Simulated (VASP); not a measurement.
# Ge: single point with RPBE

Crystal: Ge.

```
CELL_PARAMETERS angstrom
1.39715 -2.60052 0.00000
1.39715 2.60052 0.00000
0.00000 0.00000 2.69823
ATOMIC_POSITIONS crystal
Ge 0.50000 0.50000 0.00000
```

```
Program                : VASP 6.6.1
Task                   : single point
Functional             : RPBE
Potentials or basis    : VASP PAW PBE potentials, release 64 (Ge_d)
Cutoff                 : 520 eV
k mesh                 : 11 × 11 × 10
Occupations            : fermi-dirac, width 0.05 eV
Spin                   : no spin polarisation
Dipole correction      : no
Further INCAR settings : ALGO = Normal; EDIFF = 1e-06; NBANDS = 13
```

```json
{
  "Pressure": "0.8 GPa",
  "Band gap on the k mesh": "zero (band 7 reaches 13.03 eV, above the bottom of band 8 at 3.92 eV)"
}
```

Stress tensor (GPa, compression positive):
```
 2.39  0.00  0.00
 0.00 -1.15  0.00
 0.00  0.00  1.23
```

Levels at points of the mesh, in eV from the Fermi level:
```csv
k point,band 4,band 5,band 6,band 7,band 8,band 9,band 10,band 11
"(0.00, 0.00, 0.00)",-24.57,-24.55,-12.83,6.72,7.21,8.72,10.12,12.49
"(0.00, 0.00, 0.50)",-24.61,-24.58,-9.04,-5.66,10.06,11.58,16.00,16.15
```

Wall time 28 s on 1 thread of AMD EPYC 9R45 (Zen 5), on a shared host, peak memory 0.13 GiB.

Caveat: the PAW data sets were made with another functional, which shifts forces and pressure a little.
